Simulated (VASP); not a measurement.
Write the native input for VASP 6.6.1 that does the following.

| Property | Result |
| --- | --- |
| Task | single point |
| Functional | PBE |
| Potentials or basis | VASP PAW PBE potentials, release 64 (Te) |
| Cutoff | 500 eV |
| k mesh | 6 × 6 × 6 |
| Occupations | gaussian, width 0.1 eV |
| Spin | no spin polarisation |
| Dipole correction | no |
| Further INCAR settings | ALGO = Normal; EDIFF = 1e-06; NBANDS = 9 |

The structure of Te lies in POSCAR:

```
Te
1.0
    2.3059043427      1.3313144930      1.6909537039
   -2.3059043427      1.3313144930      1.6909537039
    0.0000000000     -2.6626289859      1.6909537039
Te
1
Direct
    0.5000000000      0.5000000000      0.5000000000
```

These files were run (other wordings do the same):

INCAR

```
PREC = Accurate
ENCUT = 500
EDIFF = 1E-6
ISMEAR = 0
SIGMA = 0.1
LREAL = F
LASPH = T
NELM = 120
ALGO = Normal
ISIF = 2
LWAVE = F
LCHARG = F
GGA = PE
NBANDS = 9
GGA_COMPAT = F
```

KPOINTS

```
Automatic mesh
0
Gamma
  6 6 6
```

Potentials or basis: VASP PAW PBE potentials, release 64 (Te).

Run with:

```sh
$ cat potpaw_PBE.64/Te/POTCAR > POTCAR
$ mpirun -np 1 vasp_std > vasp.out
```

It gave:

```yaml
Pressure: 2.0 GPa
Band_gap_on_the_k_mesh: zero (band 3 reaches 9.53 eV, above the bottom of band 4 at 4.59 eV)
```

Caveat: spin-orbit coupling is left out, which moves the levels of the heavy elements.

Run time: 4.8 s on 1 thread of Intel(R) Xeon(R) Platinum 8488C (Sapphire Rapids) (shared host), peak memory 0.13 GiB.
